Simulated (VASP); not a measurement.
# In3Sb2As (P6/mmm) in VASP: relaxation of cell and atoms with PBE

Aim: the relaxation of cell and atoms of In3Sb2As with PBE.

Everything below comes from runs of VASP 6.6.1. Logs are shortened: lines on timing, memory, paths and dates and some standing lists are left out, and cuts for length are marked.

**1. The cell of the first run**

The structure is hexagonal, space group P6/mmm (No. 191). Conventional cell: a = 5.502 Å, b = 5.502 Å, c = 6.065 Å, α = 90.00°, β = 90.00°, γ = 120.00°. In (site symmetry -6m2) has 2 Sb at 3.03 Å and 3 In at 3.18 Å and 3 As at 3.18 Å within 4.0 Å. In (site symmetry 6/mmm) has 2 As at 3.03 Å and 6 Sb at 3.18 Å within 4.0 Å. Within 4.0 Å of Sb (site symmetry -6m2) lie 5 In at 3.03 to 3.18 Å and 3 Sb at 3.18 Å. As (site symmetry 6/mmm) has 8 In at 3.03 to 3.18 Å within 4.0 Å.

The cell was generated, and may not be a known phase.

**2. Relaxation of cell and atoms, PBE**

Contents of INCAR:

```
SYSTEM = In3Sb2As
PREC = Accurate ; ENCUT = 600
EDIFF = 1E-6 ; ISMEAR = 0
SIGMA = 0.1 ; LREAL = .False.
LASPH = .True. ; NELM = 100
ALGO = Normal ; ISIF = 3
LWAVE = .False. ; LCHARG = .False.
GGA = PE ; IBRION = 2
NSW = 100 ; EDIFFG = -0.01
```

Contents of KPOINTS:

```
regular mesh
0
Gamma
  6 6 6
  0 0 0
```

Contents of POSCAR:

```
In3Sb2As
1.0
    5.5021282992      0.0000000000      0.0000000000
   -2.7510641496      4.7649828820      0.0000000000
    0.0000000000      0.0000000000      6.0647157510
In Sb As
3 2 1
Direct
    0.3333333333      0.6666666667      0.5000000000
    0.6666666667      0.3333333333      0.5000000000
    0.0000000000      0.0000000000      0.0000000000
    0.3333333333      0.6666666667      0.0000000000
    0.6666666667      0.3333333333      0.0000000000
    0.0000000000      0.0000000000      0.5000000000
```

Potentials or basis: VASP PAW PBE potentials, release 64 (In_d, Sb, As).

Launch:

```sh
cat potpaw_PBE.64/In_d/POTCAR potpaw_PBE.64/Sb/POTCAR potpaw_PBE.64/As/POTCAR > POTCAR
mpirun -np 1 vasp_std > vasp.out
```

OUTCAR:

```text
SYSTEM = In3Sb2As
   PREC = Accurate
   ENCUT = 600
   EDIFF = 1E-6
   ISMEAR = 0
   LREAL = .False.
   LASPH = .True.
   NELM = 100
   ISIF = 3
   GGA = PE
   IBRION = 2
   NSW = 100
   EDIFFG = -0.01

 ion  position               nearest neighbor table
   1  0.333  0.667  0.500-   4 3.03   4 3.03   6 3.18   2 3.18   2 3.18   6 3.18   6 3.18   2 3.18

   2  0.667  0.333  0.500-   5 3.03   5 3.03   6 3.18   1 3.18   1 3.18   6 3.18   6 3.18   1 3.18

   3  0.000  0.000  0.000-   6 3.03   6 3.03   4 3.18   5 3.18   5 3.18   4 3.18   5 3.18   4 3.18

   4  0.333  0.667  0.000-   1 3.03   1 3.03   3 3.18   5 3.18   5 3.18   3 3.18   3 3.18   5 3.18

   5  0.667  0.333  0.000-   2 3.03   2 3.03   3 3.18   4 3.18   4 3.18   3 3.18   3 3.18   4 3.18

   6  0.000  0.000  0.500-   3 3.03   3 3.03   1 3.18   2 3.18   2 3.18   1 3.18   2 3.18   1 3.18

  LATTYP: Found a hexagonal cell.
 ALAT       =     5.5021282992
 C/A-ratio  =     1.1022490609

  Lattice vectors:

 A1 = (   5.5021282992,   0.0000000000,   0.0000000000)
 A2 = (  -2.7510641496,   4.7649828820,   0.0000000000)
 A3 = (   0.0000000000,   0.0000000000,   6.0647157510)

Analysis of symmetry for initial positions (statically):
=====================================================================
 Subroutine PRICEL returns:
 Original cell was already a primitive cell.

 Routine SETGRP: Setting up the symmetry group for a
 hexagonal supercell.

 Subroutine GETGRP returns: Found 24 space group operations
 (whereof 24 operations were pure point group operations)
 out of a pool of 24 trial point group operations.

The static configuration has the point symmetry D_6h.

Analysis of symmetry for dynamics (positions and initial velocities):
=====================================================================
 Subroutine PRICEL returns:
 Original cell was already a primitive cell.

 Routine SETGRP: Setting up the symmetry group for a
 hexagonal supercell.

 Subroutine GETGRP returns: Found 24 space group operations
 (whereof 24 operations were pure point group operations)
 out of a pool of 24 trial point group operations.

The dynamic configuration has the point symmetry D_6h.

 Subroutine INISYM returns: Found 24 space group operations
 (whereof 24 operations are pure point group operations),
 and found     1 'primitive' translations

----------------------------------------------------------------------------------------

                                     Primitive cell

  volume of cell :     159.0020

  direct lattice vectors                    reciprocal lattice vectors
     5.502128299  0.000000000  0.000000000     0.181747852  0.104932171  0.000000000
    -2.751064150  4.764982882  0.000000000     0.000000000  0.209864343  0.000000000
     0.000000000  0.000000000  6.064715751     0.000000000  0.000000000  0.164888189

  length of vectors
     5.502128299  5.502128299  6.064715751     0.209864343  0.209864343  0.164888189

  position of ions in fractional coordinates (direct lattice)
     0.333333333  0.666666667  0.500000000
     0.666666667  0.333333333  0.500000000
     0.000000000  0.000000000  0.000000000
     0.333333333  0.666666667  0.000000000
     0.666666667  0.333333333  0.000000000
     0.000000000  0.000000000  0.500000000

  ion indices of the primitive-cell ions
   primitive index   ion index
                 1           1
                 2           2
                 3           3
                 4           4
                 5           5
                 6           6

----------------------------------------------------------------------------------------

 KPOINTS: regular mesh

Automatic generation of k-mesh.
 Grid dimensions read from file:
 generate k-points for:    6    6    6

 Generating k-lattice:

  Cartesian coordinates                     Fractional coordinates (reciprocal lattice)
     0.030291309  0.017488695  0.000000000     0.166666667 -0.000000000  0.000000000
     0.000000000  0.034977390  0.000000000     0.000000000  0.166666667  0.000000000
     0.000000000  0.000000000  0.027481365     0.000000000  0.000000000  0.166666667

  Length of vectors
     0.034977390  0.034977390  0.027481365

  Shift w.r.t. Gamma in fractional coordinates (k-lattice)
     0.000000000  0.000000000  0.000000000

 Subroutine IBZKPT returns following result:
 ===========================================

 Found     28 irreducible k-points:

 Following reciprocal coordinates:
            Coordinates               Weight
  0.000000  0.000000  0.000000      1.000000
  0.166667  0.000000  0.000000      6.000000
  0.333333  0.000000  0.000000      6.000000
  0.500000  0.000000  0.000000      3.000000
  0.166667  0.166667  0.000000      6.000000
  0.333333  0.166667  0.000000     12.000000
[... 16 lines left out ...]
  0.166667  0.000000  0.500000      6.000000
  0.333333  0.000000  0.500000      6.000000
 [... further k-points ...]
   k-points           NKPTS =     28   k-points in BZ     NKDIM =     28   number of bands    NBANDS=     32
   number of dos      NEDOS =    301   number of ions     NIONS =      6
   total plane-waves  NPLWV = 110592
   dimension x,y,z NGX =    48 NGY =   48 NGZ =   48
   dimension x,y,z NGXF=    96 NGYF=   96 NGZF=   96
   ions per type =               3   2   1
   NGX,Y,Z   is equivalent  to a cutoff of  14.50, 14.50, 13.16 a.u.
   NGXF,Y,Z  is equivalent  to a cutoff of  29.01, 29.01, 26.32 a.u.
 SYSTEM =  In3Sb2As
   PREC   = accura    normal or accurate (medium, high low for compatibility)
   ISTART =      0    job   : 0-new  1-cont  2-samecut
   ICHARG =      2    charge: 1-file 2-atom 10-const
   ISPIN  =      1    spin polarized calculation?
   LNONCOLLINEAR =      F non collinear calculations
   LSORBIT =      F    spin-orbit coupling
   LASPH  =      T    aspherical Exc in radial PAW
   ENCUT  =  600.0 eV  44.10 Ry    6.64 a.u.  10.99 10.99 12.11*2*pi/ulx,y,z
   NELM   =    100;   NELMIN=  2; NELMDL= -5     # of ELM steps
   EDIFF  = 0.1E-05   stopping-criterion for ELM
   LREAL  =      F    real-space projection
   EDIFFG = -.1E-01   stopping-criterion for IOM
   NSW    =    100    number of steps for IOM
   IBRION =      2    ionic relax: 0-MD 1-quasi-New 2-CG
   NFREE  =      1    steps in history (QN), initial steepest desc. (CG)
   ISIF   =      3    stress and relaxation
   ISYM   =      2    0-nonsym 1-usesym 2-fastsym
   POTIM  = 0.5000    time-step for ionic-motion
   TEBEG  =    0.0;   TEEND  =   0.0 temperature during run
   PSTRESS=    0.0 pullay stress
   NELECT =      54.0000    total number of electrons
   NUPDOWN=      -1.0000    fix difference up-down
   EMIN   =  10.00;   EMAX   =-10.00  energy-range for DOS
   EFERMI =   0.00;   METHOD = LEGACY
   ISMEAR =     0;   SIGMA  =   0.10  broadening in eV -4-tet -1-fermi 0-gaus
   EFERMI_NEDOS =   21; number of points for ismear=-14 and -15
   IALGO  =     38    algorithm
   IMIX   =      4    mixing-type and parameters
     AMIX     =   0.40;   BMIX     =  1.00
     AMIX_MAG =   1.60;   BMIX_MAG =  1.00
  volume/ion in A,a.u.               =      26.50       178.83
  Fermi-wavevector in a.u.,A,eV,Ry     =   1.142191  2.158427 17.750152  1.304599
  Thomas-Fermi vector in A             =   2.278889
   LORBIT       =      0    0 simple, 1 ext, 2 COOP (PROOUT), +10 PAW based schemes
   GGA     = PE    functional components
   LHFCALC =     F    Hartree Fock is set to
   AEXX    =    0.0000 exact exchange contribution
   IVDW    =     0    specifies the selected vdW correction
   LEPSILON=     F    determine dielectric tensor
   LRPA    =     F    only Hartree local field effects (RPA)
 conjugate gradient relaxation of ions
 non-spin polarized calculation
 Gauss-broadening in eV      SIGMA  =   0.10
  energy-cutoff  :      600.00
  volume of cell :      159.00
 maximum number of plane-waves:      5336
 NGX is ok and might be reduce to    48
   NGX = 21   NGY = 21   NGZ = 25

--------------------------------------- Ionic step        1  -------------------------------------------

 number of electron      53.9999992 magnetization

 Free energy of the ion-electron system (eV)
  ---------------------------------------------------
  ext. energy  EPLUGINS =         0.00000000
  ---------------------------------------------------
  free energy    TOTEN  =       -20.39527821 eV

  energy without entropy =      -20.38035392  energy(sigma->0) =      -20.38781606

 E-fermi :   7.2176     XC(G=0): -10.0124

 val. band max:        7.2069309581   @ k =   0.3333   0.1667   0.5000
 cond. band min:       7.2273098932   @ k =   0.3333   0.0000   0.5000
 fundamental gap:      0.0203789351
 Fermi energy:         7.2175669705

 k-point     1 :       0.0000    0.0000    0.0000
  band No.  band energies     occupation
      1      -7.7202      2.00000
      2      -7.5928      2.00000
      3      -7.5928      2.00000
      4      -7.5523      2.00000
      5      -7.5523      2.00000
      6      -7.5495      2.00000
[... 24 lines left out ...]
     31       7.4939      0.00009
     32       7.4939      0.00009

 k-point     2 :       0.1667    0.0000    0.0000
  band No.  band energies     occupation
      1      -7.7048      2.00000
      2      -7.6271      2.00000
      3      -7.6260      2.00000
      4      -7.5584      2.00000
      5      -7.5574      2.00000
      6      -7.5492      2.00000
[... 929 lines left out ...]
 VOLUME and BASIS-vectors are now :
 -----------------------------------------------------------------------------
  energy-cutoff  :      600.00
  volume of cell :      160.72
      direct lattice vectors                 reciprocal lattice vectors
     5.514061192 -0.000000000  0.000000000     0.181354534  0.104705089 -0.000000000
    -2.757030596  4.775317071 -0.000000000     0.000000000  0.209410178 -0.000000000
     0.000000000  0.000000000  6.103569231     0.000000000  0.000000000  0.163838561

 POSITION                                       TOTAL-FORCE (eV/Angst)
 -----------------------------------------------------------------------------------
     -0.00000      3.18354      3.05178         0.000000      0.000000      0.000000
      2.75703      1.59177      3.05178        -0.000000     -0.000000      0.000000
      0.00000     -0.00000      0.00000         0.000000      0.000000      0.000000
     -0.00000      3.18354     -0.00000        -0.000000      0.000000     -0.000000
      2.75703      1.59177     -0.00000         0.000000     -0.000000      0.000000
      0.00000      0.00000      3.05178         0.000000      0.000000      0.000000
 -----------------------------------------------------------------------------------
    total drift:                               -0.000000      0.000000     -0.000000

  FREE ENERGIE OF THE ION-ELECTRON SYSTEM (eV)
  ---------------------------------------------------
  free  energy   TOTEN  =       -20.3988082055 eV

  energy  without entropy=      -20.3838041330  energy(sigma->0) =      -20.39130617

--------------------------------------- Ionic step        5  -------------------------------------------

 number of electron      53.9999989 magnetization

 Free energy of the ion-electron system (eV)
  ---------------------------------------------------
  ext. energy  EPLUGINS =         0.00000000
  ---------------------------------------------------
  free energy    TOTEN  =       -20.39885934 eV

  energy without entropy =      -20.38388656  energy(sigma->0) =      -20.39137295

 E-fermi :   7.0859     XC(G=0):  -9.9661

 val. band max:        7.0806664725   @ k =   0.3333   0.0000   0.5000
 cond. band min:       7.1074456661   @ k =   0.3333   0.1667   0.3333
 fundamental gap:      0.0267791936
 Fermi energy:         7.0859008402

 k-point     1 :       0.0000    0.0000    0.0000
  band No.  band energies     occupation
      1      -7.8226      2.00000
      2      -7.7067      2.00000
      3      -7.7067      2.00000
      4      -7.6642      2.00000
      5      -7.6642      2.00000
      6      -7.6529      2.00000
[... 24 lines left out ...]
     31       7.3647      0.00008
     32       7.3647      0.00008

 k-point     2 :       0.1667    0.0000    0.0000
  band No.  band energies     occupation
      1      -7.8083      2.00000
      2      -7.7396      2.00000
      3      -7.7393      2.00000
      4      -7.6689      2.00000
      5      -7.6616      2.00000
      6      -7.6608      2.00000
[... 801 lines left out ...]
  FORCE on cell =-STRESS in cart. coord.  units (eV):
  Direction    XX          YY          ZZ          XY          YZ          ZX
  --------------------------------------------------------------------------------------
  -------------------------------------------------------------------------------------
  Total        0.0041620      0.0041620      0.0079096      0.0000000     -0.0000000      0.0000000
  in kB        0.0415162      0.0415162      0.0788987      0.0000000     -0.0000000      0.0000000
  external PRESSURE =       0.0539770 kB  Pullay stress =       0.0000000 kB

 VOLUME and BASIS-vectors are now :
 -----------------------------------------------------------------------------
  energy-cutoff  :      600.00
  volume of cell :      160.62
      direct lattice vectors                 reciprocal lattice vectors
     5.511075253 -0.000000000  0.000000000     0.181452794  0.104761819 -0.000000000
    -2.755537627  4.772731172 -0.000000000     0.000000000  0.209523638 -0.000000000
    -0.000000000  0.000000000  6.106511575     0.000000000  0.000000000  0.163759618

 POSITION                                       TOTAL-FORCE (eV/Angst)
 -----------------------------------------------------------------------------------
     -0.00000      3.18182      3.05326        -0.000000      0.000000     -0.000000
      2.75554      1.59091      3.05326         0.000000     -0.000000      0.000000
      0.00000      0.00000     -0.00000         0.000000      0.000000     -0.000000
     -0.00000      3.18182      6.10651         0.000000      0.000000      0.000000
      2.75554      1.59091     -0.00000        -0.000000      0.000000     -0.000000
      0.00000      0.00000      3.05326         0.000000      0.000000     -0.000000
 -----------------------------------------------------------------------------------
    total drift:                               -0.000000      0.000000     -0.000000

  FREE ENERGIE OF THE ION-ELECTRON SYSTEM (eV)
  ---------------------------------------------------
  free  energy   TOTEN  =       -20.3988593369 eV

  energy  without entropy=      -20.3838865574  energy(sigma->0) =      -20.39137295

 reached required accuracy - stopping structural energy minimisation
```

Wall time 4.6 min (1 thread of Intel Xeon 6975P-C (Granite Rapids), shared host); peak memory 0.45 GiB.

What came out:

| Quantity | Value |
| --- | --- |
| Free energy | -20.3989 eV |
| Relaxed volume | 26.77 Å³/atom |
| Relaxed cell | a = 5.511 Å, b = 5.511 Å, c = 6.107 Å, α = 90.00°, β = 90.00°, γ = 120.00° |
| Space group after relaxing (to 0.1 Å) | P6/mmm (No. 191) |
| Energy gained by relaxing | 0.6 meV/atom |
| Ionic steps | 5 |
| Pressure after relaxing | 0.0 GPa |
| Band gap on the k mesh | zero (bands 27 and 28 overlap by 2.45 eV) |

The path:
```csv
step,energy change (eV),largest force (eV/Å),pressure (GPa),volume (Å³)
1,0.0000,0.0000,0.50,159.00
2,-0.0035,0.0000,-0.08,160.92
3,-0.0035,0.0000,-0.04,160.75
4,-0.0035,0.0000,-0.03,160.72
5,-0.0036,0.0000,0.01,160.62
```

Final structure:
```
In Sb As
1.0
     5.51108    0.00000    0.00000
    -2.75554    4.77273    0.00000
     0.00000    0.00000    6.10651
In Sb As
3 2 1
Direct
  0.33333 0.66667 0.50000
  0.66667 0.33333 0.50000
  0.00000 0.00000 0.00000
  0.33333 0.66667 0.00000
  0.66667 0.33333 0.00000
  0.00000 0.00000 0.50000
```

Caveat: spin-orbit coupling is left out, which moves the levels of the heavy elements.

The gap in the log of VASP goes by the Fermi energy; the results here count the filled bands.